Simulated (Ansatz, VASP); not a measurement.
## Mg2O: VASP beside Ansatz

```xyz
6
Lattice="5.2901 0.0000 0.0000 0.0000 5.2901 0.0000 0.0000 0.0000 3.4074" Properties=species:S:1:pos:R:3 pbc="T T T"
Mg    1.6188    1.6188    0.0000
Mg    1.0263    4.2638    1.7037
Mg    3.6714    3.6714    0.0000
Mg    4.2638    1.0263    1.7037
O     0.0000    0.0000    0.0000
O     2.6451    2.6451    1.7037
```

Alike in both runs: task single point; functional PBE; k mesh 4 × 4 × 6; occupations gaussian, width 0.1 eV; collinear spin.

|  | VASP | Ansatz |
| --- | --- | --- |
| version | VASP 6.6.1 | Ansatz 0.2.0 |
| potentials or method | VASP PAW PBE potentials, release 64 (Mg, O), cutoff 520 eV | scalar-relativistic, plane waves, PAW |
| valence electrons in the cell | 20 | 52 |

VASP gave:

- gap on the k mesh at the Fermi level (eV): none
- pressure (GPa): -5.8
- traceless stress, the component that is largest in VASP (GPa): -6.56
- rms of the force components (eV/Å): 0.233
- net moment per atom (μB): 0.00

**Question.** What did Ansatz give for the same quantities?

**Answer.** gap on the k mesh at the Fermi level (eV): none; pressure (GPa): -5.5; traceless stress, the component that is largest in VASP (GPa): -6.53; rms of the force components (eV/Å): 0.235; net moment per atom (μB): 0.00.

Atom by atom the forces differ by 0.002 eV/Å (rms over components). A gap of «none» marks a metal or a gap that the smearing closes. VASP's potentials hold 20 valence electrons a cell and Ansatz's 52, so a difference there can come from the potentials and not from the codes. Ansatz's warnings: seeded moment not kept.
